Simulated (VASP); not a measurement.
Wanted: the native input for a VASP 6.6.1 run.

- Task: single point
- Functional: PBEsol
- Potentials or basis: VASP PAW PBE potentials, release 64 (Mo_sv, N)
- Cutoff: 520 eV
- k mesh: 9 × 9 × 1
- Occupations: gaussian, width 0.1 eV
- Spin: no spin polarisation
- Dipole correction: yes
- Further INCAR settings: ALGO = Normal; EDIFF = 1e-06; NBANDS = 38

The structure of Mo4N lies in POSCAR:

```
Mo4N
1.0
    3.1294301619      0.0000000000      0.0000000000
    0.0000000000      3.1294301619      0.0000000000
    0.0000000000      0.0000000000     20.0433475232
Mo N
4 1
Direct
    0.5000000000      0.5000000000      0.1995674622
    0.0000000000      0.0000000000      0.2776340167
    0.5000000000      0.5000000000      0.3579998484
    0.0000000000      0.0000000000      0.4262435461
    0.1250000000      0.1250000000      0.5063671431
```

The input as run:

INCAR

```
SYSTEM = Mo4N
ALGO = Normal ; DIPOL = 0.5 0.5 0.354
EDIFF = 1E-6 ; ENCUT = 520
GGA = PS ; IDIPOL = 3
ISIF = 2 ; ISMEAR = 0
LASPH = .True. ; LCHARG = .True.
LDIPOL = .True. ; LELF = .True.
LREAL = .False. ; LVACPOTAV = .True.
LVHAR = .True. ; LWAVE = .False.
NBANDS = 38 ; NELM = 100
PREC = Accurate ; SIGMA = 0.1
```

KPOINTS

```
k-points
0
Gamma
  9 9 1
  0 0 0
```

Potentials or basis: VASP PAW PBE potentials, release 64 (Mo_sv, N).

Launch:

```bash
$ cat potpaw_PBE.64/Mo_sv/POTCAR potpaw_PBE.64/N/POTCAR > POTCAR
$ mpirun -np 1 vasp_std > vasp.out
```

It gave:

```json
{
 "Largest force": "2.867 eV/Å",
 "Band gap on the k mesh": "zero (an odd number of electrons rules out a gap without spin polarisation)"
}
```

Caveat: the PAW data sets were made with another functional, which shifts forces and pressure a little.

It took 2.8 min on 1 thread of Intel(R) Xeon(R) 6975P-C (Granite Rapids), with other jobs on the host, peak memory 0.36 GiB.
